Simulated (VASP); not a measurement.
# KF: single point with PBE

KF:

```
K F
1.0
     3.69206    0.00000    0.00000
    -1.84603    3.19742    0.00000
     0.00000    0.00000    3.36265
K F
1 1
Direct
  0.00000 0.00000 0.50000
  0.66667 0.33333 0.00000
```

The cell was built from a structure type or drawn by symmetry, and may not be a known phase.

| Quantity | Value |
| --- | --- |
| Program | VASP 6.6.1 |
| Task | single point |
| Functional | PBE |
| Potentials or basis | VASP PAW PBE potentials, release 64 (K_sv, F) |
| Cutoff | 520 eV |
| k mesh | 6 × 6 × 8 |
| Occupations | gaussian, width 0.02 eV |
| Spin | no spin polarisation |

| Item | Value |
| --- | --- |
| Pressure | 0.0 GPa |
| Band gap on the k mesh | 5.63 eV |

Levels at points of the mesh, in eV from the valence-band top:
| k point | band 6 | band 7 | band 8 | band 9 | band 10 | band 11 |
| --- | --- | --- | --- | --- | --- | --- |
| (0.00, 0.00, 0.00) | -0.22 | -0.22 | 0.00 | 5.63 | 8.78 | 11.19 |
| (0.50, 0.00, 0.00) | -0.80 | -0.18 | -0.16 | 8.03 | 9.61 | 10.56 |
| (0.00, 0.00, 0.50) | -0.98 | -0.19 | -0.19 | 8.56 | 9.92 | 10.96 |
| (0.50, 0.00, 0.50) | -0.60 | -0.47 | -0.38 | 9.04 | 9.17 | 12.03 |

Wall time 11 s on 1 thread of AMD EPYC 9R45 96-Core Processor (Zen 5), with other jobs on the host, peak memory 0.13 GiB.

A k mesh can miss the band edges.
